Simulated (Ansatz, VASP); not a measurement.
## Sn in VASP and in Ansatz

Contents of INCAR:

```
SYSTEM = Sn
  ALGO = Normal
  EDIFF = 1E-6
  ENCUT = 500
  GGA = PE
  GGA_COMPAT = .FALSE.
  ISIF = 2
  ISMEAR = 0
  LASPH = .TRUE.
  LCHARG = .FALSE.
  LREAL = .FALSE.
  LWAVE = .FALSE.
  NBANDS = 28
  NELM = 120
  PREC = Accurate
  SIGMA = 0.1
```

The input KPOINTS:

```
k-points
0
G
  6 6 4
  0 0 0
```

The input POSCAR:

```
Sn
1.0
    4.7973205750      0.0000000000      0.0000000000
   -2.3986602875      4.1546014881      0.0000000000
    0.0000000000      0.0000000000      5.4427207820
Sn
3
Direct
    0.2254000000      0.0000000000      0.3333333333
    0.0000000000      0.2254000000      0.6666666667
    0.7746000000      0.7746000000      0.0000000000
```

Input for Ansatz:

```yaml
crystal:
  lattice:
    - [4.797320575, 0.0, 0.0]
    - [-2.3986602875, 4.1546014881, 0.0]
    - [0.0, 0.0, 5.442720782]
  atoms:
    - { symbol: Sn, position: [0.2254, 0.0, 0.3333333333] }
    - { symbol: Sn, position: [0.0, 0.2254, 0.6666666667] }
    - { symbol: Sn, position: [0.7746, 0.7746, 0.0] }
basis:
  ecutwfc: 420
kpoints:
  mp_grid: { grid: [6, 6, 4] }
hamiltonian:
  xc: pbe
scf:
  occupations: { method: gaussian, width: 0.1 }
  lower_state_search: "off"
output:
  forces: true
  stress: true
  eigenvalues: true
```

Alike in both runs: task single point; functional PBE; k mesh 6 × 6 × 4; occupations gaussian, width 0.1 eV; no spin polarisation.

|  | VASP | Ansatz |
| --- | --- | --- |
| version | VASP 6.6.1 | Ansatz 0.2.0 |
| potentials or method | VASP PAW PBE potentials, release 64 (Sn_d), cutoff 500 eV | scalar-relativistic, plane waves, PAW |
| valence electrons in the cell | 42 | 42 |

|  | VASP | Ansatz | Ansatz less VASP |
| --- | --- | --- | --- |
| gap on the k mesh at the Fermi level (eV) | none | none | - |
| pressure (GPa) | 4.6 | 4.7 | +0.06 |
| traceless stress, the component that is largest in VASP (GPa) | 1.75 | 1.73 | -0.023 |
| rms of the force components (eV/Å) | 1.870 | 1.866 | -0.0035 |

Atom by atom the forces differ by 0.003 eV/Å (rms over components). A gap of «none» marks a metal or a gap that the smearing closes.
